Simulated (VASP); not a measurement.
# PtC (P6_3mc) in VASP: single point with PBE

Aim: the single point of PtC with PBE.

Everything below comes from runs of VASP 6.6.1. Logs are shortened: lines on timing, memory, paths and dates and some standing lists are left out, and cuts for length are marked.

### Step 1. The cell of the first run

The structure is hexagonal, space group P6_3mc (No. 186). Conventional cell: a = 3.224 Å, b = 3.224 Å, c = 5.846 Å, α = 90.00°, β = 90.00°, γ = 120.00°. Within 2.7 Å of Pt (site symmetry 3m) lie 4 C at 2.03 to 2.12 Å. C (site symmetry 3m) has 4 Pt at 2.03 to 2.12 Å within 2.7 Å.

### Step 2. Single point, PBE

The input, INCAR:

```
SYSTEM = PtC
  PREC = Accurate
  ENCUT = 520
  EDIFF = 1E-7
  ISMEAR = 0
  SIGMA = 0.1
  LREAL = .FALSE.
  LASPH = .TRUE.
  NELM = 80
  ALGO = Normal
  ISIF = 2
  LWAVE = .FALSE.
  LCHARG = .FALSE.
  GGA = PE
  NBANDS = 22
```

The input, KPOINTS:

```
Automatic mesh
0
G
  18 18 8
  0 0 0
```

The input, POSCAR:

```
PtC
1.0
    3.2236225649      0.0000000000      0.0000000000
   -1.6118112824      2.7917390334      0.0000000000
    0.0000000000      0.0000000000      5.8464340055
Pt C
2 2
Direct
    0.3333333333      0.6666666667      0.0095358416
    0.6666666667      0.3333333333      0.5095358416
    0.3333333333      0.6666666667      0.3725641584
    0.6666666667      0.3333333333      0.8725641584
```

Potentials or basis: VASP PAW PBE potentials, release 64 (Pt, C).

Started as:

```
$ cat potpaw_PBE.64/Pt/POTCAR potpaw_PBE.64/C/POTCAR > POTCAR
$ mpirun -np 1 vasp_std > vasp.out
```

OUTCAR:

```text
SYSTEM = PtC
   PREC = Accurate
   ENCUT = 520
   EDIFF = 1E-7
   ISMEAR = 0
   LREAL = .FALSE.
   LASPH = .TRUE.
   NELM = 80
   ISIF = 2
   GGA = PE

 ion  position               nearest neighbor table
   1  0.333  0.667  0.010-   4 2.03   4 2.03   4 2.03   3 2.12   2 3.47   2 3.47   2 3.47   2 3.47
                             2 3.47   2 3.47
   2  0.667  0.333  0.510-   3 2.03   3 2.03   3 2.03   4 2.12   1 3.47   1 3.47   1 3.47   1 3.47
                             1 3.47   1 3.47
   3  0.333  0.667  0.373-   2 2.03   2 2.03   2 2.03   1 2.12
   4  0.667  0.333  0.873-   1 2.03   1 2.03   1 2.03   2 2.12

  LATTYP: Found a hexagonal cell.
 ALAT       =     3.2236225649
 C/A-ratio  =     1.8136223729

  Lattice vectors:

 A1 = (   3.2236225649,   0.0000000000,   0.0000000000)
 A2 = (  -1.6118112824,   2.7917390334,   0.0000000000)
 A3 = (   0.0000000000,   0.0000000000,   5.8464340055)

Analysis of symmetry for initial positions (statically):
=====================================================================
 Subroutine PRICEL returns:
 Original cell was already a primitive cell.

 Routine SETGRP: Setting up the symmetry group for a
 hexagonal supercell.

 Subroutine GETGRP returns: Found 12 space group operations
 (whereof  6 operations were pure point group operations)
 out of a pool of 24 trial point group operations.

The static configuration has the point symmetry C_3v.
 The point group associated with its full space group is C_6v.

Analysis of symmetry for dynamics (positions and initial velocities):
=====================================================================
 Subroutine PRICEL returns:
 Original cell was already a primitive cell.

 Routine SETGRP: Setting up the symmetry group for a
 hexagonal supercell.

 Subroutine GETGRP returns: Found 12 space group operations
 (whereof  6 operations were pure point group operations)
 out of a pool of 24 trial point group operations.

The dynamic configuration has the point symmetry C_3v.
 The point group associated with its full space group is C_6v.

 Subroutine INISYM returns: Found 12 space group operations
 (whereof  6 operations are pure point group operations),
 and found     1 'primitive' translations

----------------------------------------------------------------------------------------

                                     Primitive cell

  volume of cell :      52.6151

  direct lattice vectors                    reciprocal lattice vectors
     3.223622565  0.000000000  0.000000000     0.310210014  0.179099835  0.000000000
    -1.611811282  2.791739033  0.000000000     0.000000000  0.358199670  0.000000000
     0.000000000  0.000000000  5.846434005     0.000000000  0.000000000  0.171044435

  length of vectors
     3.223622565  3.223622565  5.846434005     0.358199670  0.358199670  0.171044435

  position of ions in fractional coordinates (direct lattice)
     0.333333333  0.666666667  0.009535842
     0.666666667  0.333333333  0.509535842
     0.333333333  0.666666667  0.372564158
     0.666666667  0.333333333  0.872564158

  ion indices of the primitive-cell ions
   primitive index   ion index
                 1           1
                 2           2
                 3           3
                 4           4

----------------------------------------------------------------------------------------

 KPOINTS: Automatic mesh

Automatic generation of k-mesh.
 Grid dimensions read from file:
 generate k-points for:   18   18    8

 Generating k-lattice:

  Cartesian coordinates                     Fractional coordinates (reciprocal lattice)
     0.017233890  0.009949991  0.000000000     0.055555556  0.000000000  0.000000000
     0.000000000  0.019899982  0.000000000     0.000000000  0.055555556  0.000000000
     0.000000000  0.000000000  0.021380554     0.000000000  0.000000000  0.125000000

  Length of vectors
     0.019899982  0.019899982  0.021380554

  Shift w.r.t. Gamma in fractional coordinates (k-lattice)
     0.000000000  0.000000000  0.000000000

 Subroutine IBZKPT returns following result:
 ===========================================

 Found    185 irreducible k-points:

 Following reciprocal coordinates:
            Coordinates               Weight
  0.000000  0.000000  0.000000      1.000000
  0.055556  0.000000  0.000000      6.000000
  0.111111  0.000000  0.000000      6.000000
  0.166667  0.000000  0.000000      6.000000
  0.222222 -0.000000  0.000000      6.000000
  0.277778  0.000000  0.000000      6.000000
[... 16 lines left out ...]
  0.333333  0.111111  0.000000     12.000000
  0.388889  0.111111  0.000000     12.000000
 [... further k-points ...]
   k-points           NKPTS =    185   k-points in BZ     NKDIM =    185   number of bands    NBANDS=     22
   number of dos      NEDOS =    301   number of ions     NIONS =      4
   total plane-waves  NPLWV =  27648
   dimension x,y,z NGX =    24 NGY =   24 NGZ =   48
   dimension x,y,z NGXF=    48 NGYF=   48 NGZF=   96
   ions per type =               2   2
   NGX,Y,Z   is equivalent  to a cutoff of  12.38, 12.38, 13.65 a.u.
   NGXF,Y,Z  is equivalent  to a cutoff of  24.75, 24.75, 27.30 a.u.
 SYSTEM =  PtC
   PREC   = accura    normal or accurate (medium, high low for compatibility)
   ISTART =      0    job   : 0-new  1-cont  2-samecut
   ICHARG =      2    charge: 1-file 2-atom 10-const
   ISPIN  =      1    spin polarized calculation?
   LNONCOLLINEAR =      F non collinear calculations
   LSORBIT =      F    spin-orbit coupling
   LASPH  =      T    aspherical Exc in radial PAW
   ENCUT  =  520.0 eV  38.22 Ry    6.18 a.u.   5.99  5.99 10.87*2*pi/ulx,y,z
   NELM   =     80;   NELMIN=  2; NELMDL= -5     # of ELM steps
   EDIFF  = 0.1E-06   stopping-criterion for ELM
   LREAL  =      F    real-space projection
   EDIFFG = 0.1E-05   stopping-criterion for IOM
   NSW    =      0    number of steps for IOM
   IBRION =     -1    ionic relax: 0-MD 1-quasi-New 2-CG
   NFREE  =      0    steps in history (QN), initial steepest desc. (CG)
   ISIF   =      2    stress and relaxation
   ISYM   =      2    0-nonsym 1-usesym 2-fastsym
   POTIM  = 0.5000    time-step for ionic-motion
   TEBEG  =    0.0;   TEEND  =   0.0 temperature during run
   PSTRESS=    0.0 pullay stress
   NELECT =      28.0000    total number of electrons
   NUPDOWN=      -1.0000    fix difference up-down
   EMIN   =  10.00;   EMAX   =-10.00  energy-range for DOS
   EFERMI =   0.00;   METHOD = LEGACY
   ISMEAR =     0;   SIGMA  =   0.10  broadening in eV -4-tet -1-fermi 0-gaus
   EFERMI_NEDOS =   21; number of points for ismear=-14 and -15
   IALGO  =     38    algorithm
   IMIX   =      4    mixing-type and parameters
     AMIX     =   0.40;   BMIX     =  1.00
     AMIX_MAG =   1.60;   BMIX_MAG =  1.00
  volume/ion in A,a.u.               =      13.15        88.77
  Fermi-wavevector in a.u.,A,eV,Ry     =   1.326653  2.507011 23.946381  1.760009
  Thomas-Fermi vector in A             =   2.456024
   LORBIT       =      0    0 simple, 1 ext, 2 COOP (PROOUT), +10 PAW based schemes
   GGA     = PE    functional components
   LHFCALC =     F    Hartree Fock is set to
   AEXX    =    0.0000 exact exchange contribution
   IVDW    =     0    specifies the selected vdW correction
   LEPSILON=     F    determine dielectric tensor
   LRPA    =     F    only Hartree local field effects (RPA)
 non-spin polarized calculation
 Gauss-broadening in eV      SIGMA  =   0.10
  energy-cutoff  :      520.00
  volume of cell :       52.62
 maximum number of plane-waves:      1455
 NGX is ok and might be reduce to    24
   NGX = 11   NGY = 11   NGZ = 21

 number of electron      27.9999994 magnetization

 Free energy of the ion-electron system (eV)
  ---------------------------------------------------
  ext. energy  EPLUGINS =         0.00000000
  ---------------------------------------------------
  free energy    TOTEN  =       -26.90314058 eV

  energy without entropy =      -26.89709466  energy(sigma->0) =      -26.90011762

 E-fermi :   8.4252     XC(G=0): -11.9418

 val. band max:        8.4164224695   @ k =   0.2778   0.2778   0.2500
 cond. band min:       8.4309727083   @ k =   0.2778   0.2778   0.2500
 fundamental gap:      0.0145502387
 Fermi energy:         8.4252038593

 k-point     1 :       0.0000    0.0000    0.0000
  band No.  band energies     occupation
      1      -5.7441      2.00000
      2      -4.2616      2.00000
      3       1.1057      2.00000
      4       1.5276      2.00000
      5       1.5276      2.00000
      6       1.6179      2.00000
[... 14 lines left out ...]
     21      17.3152      0.00000
     22      18.9069      0.00000

 k-point     2 :       0.0556    0.0000    0.0000
  band No.  band energies     occupation
      1      -5.6971      2.00000
      2      -4.2314      2.00000
      3       1.1368      2.00000
      4       1.4837      2.00000
      5       1.5557      2.00000
      6       1.6339      2.00000
[... 14 lines left out ...]
     21      17.4153      0.00000
     22      19.0012      0.00000

 k-point     3 :       0.1111    0.0000    0.0000
  band No.  band energies     occupation
      1      -5.5599      2.00000
      2      -4.1459      2.00000
      3       1.2195      2.00000
      4       1.3598      2.00000
      5       1.6342      2.00000
      6       1.6971      2.00000
[... 14 lines left out ...]
     21      17.6708      0.00000
     22      19.1708      0.00000
[... 476 lines left out ...]
 k-point    23 :       0.3333    0.1111    0.0000
  band No.  band energies     occupation
      1      -4.1449      2.00000
      2      -3.5219      2.00000
      3       0.9301      2.00000
      4       1.4145      2.00000
      5       1.9606      2.00000
      6       2.5083      2.00000
[... 14 lines left out ...]
     21      18.2095      0.00000
     22      18.8512      0.00000

 k-point    24 :       0.3889    0.1111    0.0000
  band No.  band energies     occupation
      1      -3.9833      2.00000
      2      -3.4847      2.00000
      3       0.9756      2.00000
      4       1.3916      2.00000
      5       1.9913      2.00000
      6       2.4511      2.00000
[... 14 lines left out ...]
     21      18.2794      0.00000
     22      18.4305      0.00000

 [... further k-points ...]

------------------------ aborting loop because EDIFF is reached ----------------------------------------

  FORCE on cell =-STRESS in cart. coord.  units (eV):
  Direction    XX          YY          ZZ          XY          YZ          ZX
  --------------------------------------------------------------------------------------
  -------------------------------------------------------------------------------------
  Total        0.0957631      0.0957631      0.0260196      0.0000000      0.0000000     -0.0000000
  in kB        2.9160757      2.9160757      0.7923196      0.0000000      0.0000000     -0.0000000
  external PRESSURE =       2.2081570 kB  Pullay stress =       0.0000000 kB

 VOLUME and BASIS-vectors are now :
 -----------------------------------------------------------------------------
  energy-cutoff  :      520.00
  volume of cell :       52.62
      direct lattice vectors                 reciprocal lattice vectors
     3.223622565  0.000000000  0.000000000     0.310210014  0.179099835  0.000000000
    -1.611811282  2.791739033  0.000000000     0.000000000  0.358199670  0.000000000
     0.000000000  0.000000000  5.846434005     0.000000000  0.000000000  0.171044435

 POSITION                                       TOTAL-FORCE (eV/Angst)
 -----------------------------------------------------------------------------------
     -0.00000      1.86116      0.05575        -0.000000     -0.000000      0.031678
      1.61181      0.93058      2.97897         0.000000      0.000000      0.031678
     -0.00000      1.86116      2.17817         0.000000     -0.000000     -0.031678
      1.61181      0.93058      5.10139        -0.000000      0.000000     -0.031678
 -----------------------------------------------------------------------------------
    total drift:                               -0.000000     -0.000000     -0.000027

  FREE ENERGIE OF THE ION-ELECTRON SYSTEM (eV)
  ---------------------------------------------------
  free  energy   TOTEN  =       -26.9031405767 eV

  energy  without entropy=      -26.8970946622  energy(sigma->0) =      -26.90011762
```

Run time: 3.3 min. Hardware: 1 thread of Intel Xeon 8259CL, shared host; peak memory 0.32 GiB.

Results:

```yaml
Free_energy: -26.9031 eV
Pressure: 0.2 GPa
Largest_force: 0.032 eV/Å
Band_gap_on_the_k_mesh: zero (bands 14 and 15 overlap by 3.72 eV)
```

Forces on the atoms (eV/Å):
```
Pt   0.000  0.000  0.032
Pt   0.000  0.000  0.032
C    0.000  0.000 -0.032
C    0.000  0.000 -0.032
```

Stress tensor (GPa, compression positive):
```
0.29 0.00 0.00
0.00 0.29 0.00
0.00 0.00 0.08
```

Levels at points of the mesh, in eV from the Fermi level:
| k point | band 10 | band 11 | band 12 | band 13 | band 14 | band 15 | band 16 | band 17 | band 18 | band 19 |
| --- | --- | --- | --- | --- | --- | --- | --- | --- | --- | --- |
| (0.00, 0.00, 0.00) | -4.02 | -3.26 | -3.26 | -2.57 | 2.69 | 2.72 | 2.72 | 4.33 | 4.79 | 4.79 |
| (0.50, 0.00, 0.00) | -3.02 | -2.87 | -2.58 | -2.33 | -1.69 | -1.03 | 0.03 | 1.85 | 2.87 | 6.14 |
| (0.00, 0.00, 0.50) | -3.61 | -3.61 | -3.61 | 0.66 | 0.66 | 3.63 | 3.63 | 3.63 | 3.63 | 5.11 |
| (0.50, 0.00, 0.50) | -3.09 | -2.98 | -2.98 | -2.21 | -2.21 | 0.58 | 0.58 | 1.57 | 1.57 | 7.22 |

Caveat: spin-orbit coupling is left out, which moves the levels of the heavy elements.
